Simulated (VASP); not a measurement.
Input of a VASP 6.6.1 run:

INCAR

```
SYSTEM = InP
PREC = Accurate ; ENCUT = 500
EDIFF = 1E-6 ; ISMEAR = 0
SIGMA = 0.1 ; LREAL = .FALSE.
LASPH = .TRUE. ; NELM = 120
ALGO = Normal ; ISIF = 2
LWAVE = .FALSE. ; LCHARG = .FALSE.
GGA = PE ; NBANDS = 16
GGA_COMPAT = .FALSE.
```

KPOINTS

```
regular mesh
0
G
  6 6 6
  0 0 0
```

The input POSCAR:

```
InP
1.0
    0.0000000000      2.8550000200      2.8550000200
    2.8550000200      0.0000000000      2.8550000200
    2.8550000200      2.8550000200      0.0000000000
In P
1 1
Direct
    0.0000000000      0.0000000000      0.0000000000
    0.5000000000      0.5000000000      0.5000000000
```

Potentials or basis: VASP PAW PBE potentials, release 64 (In_d, P).

Run with:

```sh
$ cat potpaw_PBE.64/In_d/POTCAR potpaw_PBE.64/P/POTCAR > POTCAR
$ mpirun -np 1 vasp_std > vasp.out
```

Problem. Estimate the pressure.

Solution. -5.1 GPa.

Problem. Estimate the band gap on the k mesh.

Solution. Zero (band 9 reaches 6.22 eV, above the bottom of band 10 at 3.91 eV).

Caveat: spin-orbit coupling is left out, which moves the levels of the heavy elements.
